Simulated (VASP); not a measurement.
A run of VASP 6.6.1:

Contents of INCAR:

```
PREC = Accurate
ENCUT = 520
EDIFF = 1E-8
ISMEAR = 0
SIGMA = 0.01
LREAL = F
LASPH = T
NELM = 80
ALGO = Normal
ISIF = 2
LWAVE = F
LCHARG = T
GGA = PS
IBRION = 8
NSW = 1
```

File KPOINTS:

```
Automatic mesh
0
Gamma
  10 10 10
```

POSCAR

```
AlN
1.0
    2.1886794804      2.1886794804      0.0000000000
   -2.1886794804      2.1886794804      0.0000000000
    0.0000000000      2.1886794804      2.1886794804
Al N
1 1
Direct
    0.0000000000      0.0000000000      0.0000000000
    0.2500000000      0.7500000000      0.5000000000
```

Potentials or basis: VASP PAW PBE potentials, release 64 (Al, N).

Command:

```console
$ cat potpaw_PBE.64/Al/POTCAR potpaw_PBE.64/N/POTCAR > POTCAR
$ mpirun -np 1 vasp_std > vasp.out
```

Hardware: 1 thread of Intel Xeon 8259CL, with other jobs on the host.

Estimate the wall time of this run.

It took 51 s on 1 thread of Intel Xeon 8259CL, with other jobs on the host, peak memory 0.2 GiB. Counts: scf iterations 36, k points 47.
